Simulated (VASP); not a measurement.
Crystal: Na3H.

```
Na H
1.0
     4.03584    0.00000    0.00000
     0.00000    4.03584    0.00000
     0.00000    0.00000    3.99436
Na H
3 1
Direct
  0.00000 0.50000 0.50000
  0.50000 0.00000 0.50000
  0.50000 0.50000 0.00000
  0.00000 0.00000 0.00000
```

The cell was generated, and may not be a known phase.

* Program: VASP 6.6.1
* Task: relaxation of cell and atoms
* Functional: PBE
* Potentials or basis: VASP PAW PBE potentials, release 64 (Na_sv, H_h)
* Cutoff: 1230 eV
* k mesh: 4 × 4 × 4
* Occupations: gaussian, width 0.1 eV
* Spin: no spin polarisation

At the start: pressure 11.6 GPa; volume 16.27 Å³/atom.

**Question.** Where does the relaxation end?

**Answer.** Over 5 steps the energy falls by 225.0 meV/atom and the volume is 25.25 Å³/atom (+55.3 %); space group Pm-3m (No. 221, to 0.1 Å) before and after.

Step by step:
```tsv
step	energy change (eV)	largest force (eV/Å)	pressure (GPa)	volume (Å³)
1	0.0000	0.0000	11.57	65.06
2	-0.5895	0.0000	5.23	76.76
3	-0.8668	0.0000	1.26	91.74
4	-0.8973	0.0000	0.32	98.31
5	-0.9000	0.0000	0.03	101.01
```

Final structure:
```xyz
4
Lattice="4.6727 0.0000 0.0000 0.0000 4.6727 0.0000 0.0000 0.0000 4.6264" Properties=species:S:1:pos:R:3 pbc="T T T"
Na    0.0000    2.3364    2.3132
Na    2.3364    0.0000    2.3132
Na    2.3364    2.3364    0.0000
H     0.0000    0.0000    0.0000
```

Caveat: the k points lie up to 0.34 Å⁻¹ apart in the final cell, too coarse for converged energies and pressures of a metal; the volume moved by over 15 % at a fixed basis, so the end points are rough.
